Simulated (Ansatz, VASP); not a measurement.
## One calculation of Sb, two programs

INCAR

```
PREC     = Accurate       # precision mode
ENCUT    = 520            # plane-wave cutoff, eV
EDIFF    = 1E-7           # SCF threshold, eV
ISMEAR   = 0              # smearing method
SIGMA    = 0.05           # smearing width, eV
LREAL    = False          # projectors in reciprocal space
LASPH    = True           # aspherical terms in the spheres
NELM     = 60             # most SCF steps
ALGO     = Normal         # electronic algorithm
ISIF     = 2              # what is computed and relaxed
LWAVE    = False          # write WAVECAR
LCHARG   = False          # write CHGCAR
GGA      = PE             # functional
NBANDS   = 8              # bands
```

KPOINTS

```
regular mesh
0
Gamma
  10 10 10
```

The input POSCAR:

```
Sb
1.0
    3.1600000000      0.0000000000      0.0000000000
    0.0000000000      3.1600000000      0.0000000000
    0.0000000000      0.0000000000      3.1600000000
Sb
1
Direct
    0.0000000000      0.0000000000      0.0000000000
```

Input for Ansatz:

```yaml
crystal:
  lattice:
    - [3.16, 0.0, 0.0]
    - [0.0, 3.16, 0.0]
    - [0.0, 0.0, 3.16]
  atoms:
    - { symbol: Sb, position: [0.0, 0.0, 0.0] }
basis:
  ecutwfc: 500
  fft_grid_basis: typed
kpoints:
  mp_grid: { grid: [10, 10, 10] }
hamiltonian:
  xc: pbe
scf:
  occupations: { method: gaussian, width: 0.05 }
output:
  forces: true
  stress: true
  eigenvalues: true
  bader: true
  write_density: true
  volumetric_format: npy
  elf: true
```

Alike in both runs: task single point; functional PBE; k mesh 10 × 10 × 10; occupations gaussian, width 0.05 eV; no spin polarisation.

```csv
,VASP,Ansatz
version,VASP 6.6.1,Ansatz 0.2.0
potentials or method,"VASP PAW PBE potentials, release 64 (Sb), cutoff 520 eV","scalar-relativistic, plane waves, PAW"
valence electrons in the cell,5,15
```

```csv
,VASP,Ansatz,Ansatz less VASP
gap on the k mesh at the Fermi level (eV),none,none,-
pressure (GPa),-2.7,-2.7,+0.04
```

A gap of «none» marks a metal or a gap that the smearing closes. VASP's potentials hold 5 valence electrons a cell and Ansatz's 15, so a difference there can come from the potentials and not from the codes.

Spin-orbit coupling is off throughout.
